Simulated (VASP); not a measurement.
# Ca3Mg: single point with LDA

Crystal: Ca3Mg.

```
Mg Ca
1.0
     5.12563    0.00000    0.00000
     0.00000    5.12563    0.00000
     0.00000    0.00000    5.12563
Mg Ca
1 3
Cartesian
  0.0000 0.0000 0.0000
  0.0000 2.5628 2.5628
  2.5628 0.0000 2.5628
  2.5628 2.5628 0.0000
```

```json
{
  "Program": "VASP 6.6.1",
  "Task": "single point",
  "Functional": "LDA",
  "Potentials or basis": "VASP PAW LDA potentials, release 64 (Mg, Ca_sv)",
  "Cutoff": "520 eV",
  "k mesh": "4 × 4 × 4",
  "Occupations": "methfessel-paxton, width 0.05 eV",
  "Spin": "no spin polarisation"
}
```

```json
{
  "Pressure": "-0.5 GPa",
  "Band gap on the k mesh": "zero (bands 16 and 17 overlap by 0.72 eV)"
}
```

Levels at points of the mesh, in eV from the Fermi level:
```tsv
k point	band 13	band 14	band 15	band 16	band 17	band 18	band 19	band 20
(0.00, 0.00, 0.00)	-4.72	-1.10	0.00	0.00	0.82	0.82	0.82	0.99
(0.50, 0.00, 0.00)	-3.43	-2.91	-0.11	0.36	0.36	0.96	1.24	1.41
(0.50, 0.50, 0.00)	-2.54	-1.73	-1.73	-1.19	0.44	1.05	1.42	1.42
(0.50, 0.50, 0.50)	-2.35	-0.68	-0.68	-0.68	-0.34	-0.34	-0.34	0.24
```

It took 49 s on 1 thread of Intel Xeon 8259CL, with other jobs on the host, peak memory 0.21 GiB.
